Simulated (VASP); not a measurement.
Crystal: Al.

```
Al
1.0
    -1.57590    1.65692    1.65798
     1.47948   -1.59764    1.50228
     1.61445    1.63620   -1.59870
Al
1
Direct
  0.00000 0.00000 0.00000
```

```yaml
Program: VASP 6.6.1
Task: relaxation of cell and atoms
Functional: PBEsol-based global hybrid
Potentials_or_basis: VASP PAW PBE potentials, release 64 (Al)
Cutoff: 600 eV
k_mesh: 6 × 6 × 6
Occupations: fermi-dirac, width 0.05 eV
Spin: no spin polarisation
```

At the start: pressure 3.0 GPa; volume 16.08 Å³/atom.

Task: How do energy, volume and symmetry change on relaxing?

Result: Over 9 steps the energy falls by 30.7 meV/atom and the volume is 16.53 Å³/atom (+2.8 %); space group I4/mmm (No. 139, to 0.05 Å).

The path:
```csv
step,energy change (eV),largest force (eV/Å),pressure (GPa),volume (Å³)
1,0.0000,0.0000,2.99,16.08
2,-0.0235,0.0000,-0.99,16.75
3,-0.0260,0.0000,0.08,16.52
4,-0.0271,0.0000,-0.32,16.61
5,-0.0280,0.0000,-0.30,16.60
6,-0.0300,0.0000,-0.35,16.61
7,-0.0307,0.0000,0.00,16.53
8,-0.0307,0.0000,-0.07,16.55
9,-0.0307,0.0000,0.00,16.53
```

Final structure:
```
CELL_PARAMETERS angstrom
-1.56895 1.68001 1.58810
1.56986 -1.65085 1.56200
1.57380 1.65809 -1.56120
ATOMIC_POSITIONS crystal
Al 0.00000 0.00000 0.00000
```

Caveat: the k points lie up to 0.47 Å⁻¹ apart in the final cell; the PAW data sets were made with another functional, which shifts forces and pressure a little.
